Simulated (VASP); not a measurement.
Sr3Ta2O, 6 atoms in the cell. Symmetry: P-6m2, No. 187, hexagonal system. Conventional cell: a = 5.617 Å, b = 5.617 Å, c = 5.910 Å, α = 90.00°, β = 90.00°, γ = 120.00°. Sr (site symmetry -6m2) has 2 O at 2.96 Å and 3 Sr at 3.24 Å and 6 Ta at 3.46 Å within 3.9 Å. Within 3.9 Å of Sr (site symmetry -6m2) lie 2 Sr at 2.96 Å and 3 O at 3.24 Å and 6 Ta at 3.69 Å. Within 3.9 Å of Sr (site symmetry -6m2) lie 5 Sr at 2.96 to 3.24 Å and 6 Ta at 3.46 Å. Within 3.2 Å of Ta (site symmetry 3m) lie 1 Ta at 2.39 Å. Within 3.9 Å of O (site symmetry -6m2) lie 5 Sr at 2.96 to 3.24 Å and 6 Ta at 3.69 Å. The cell was generated, and may not be a known phase.

| Quantity | Value |
| --- | --- |
| Program | VASP 6.6.1 |
| Task | relaxation of cell and atoms |
| Functional | PBE |
| Potentials or basis | VASP PAW PBE potentials, release 64 (Sr_sv, Ta_pv, O) |
| Cutoff | 600 eV |
| k mesh | 12 × 12 × 6 |
| Occupations | gaussian, width 0.1 eV |
| Spin | no spin polarisation |
| Dipole correction | no |
| Further INCAR settings | ALGO = Fast; EDIFF = 1e-06; IBRION = 2; EDIFFG = -0.01; NSW = 100; ISIF = 3 |

Potentials or basis: VASP PAW PBE potentials, release 64 (Sr_sv, Ta_pv, O).

Launch:

```sh
$ cat potpaw_PBE.64/Sr_sv/POTCAR potpaw_PBE.64/Ta_pv/POTCAR potpaw_PBE.64/O/POTCAR > POTCAR
$ mpirun -np 1 vasp_std > vasp.out
```

Hardware: 1 thread of Oxide Virtual Turin-like Processor, on a shared host.

Q: Estimate the wall time of this run.

A: It took 44 min on 1 thread of Oxide Virtual Turin-like Processor, on a shared host, peak memory 0.65 GiB. Counts: scf iterations 59, k points 76, ion steps 5.
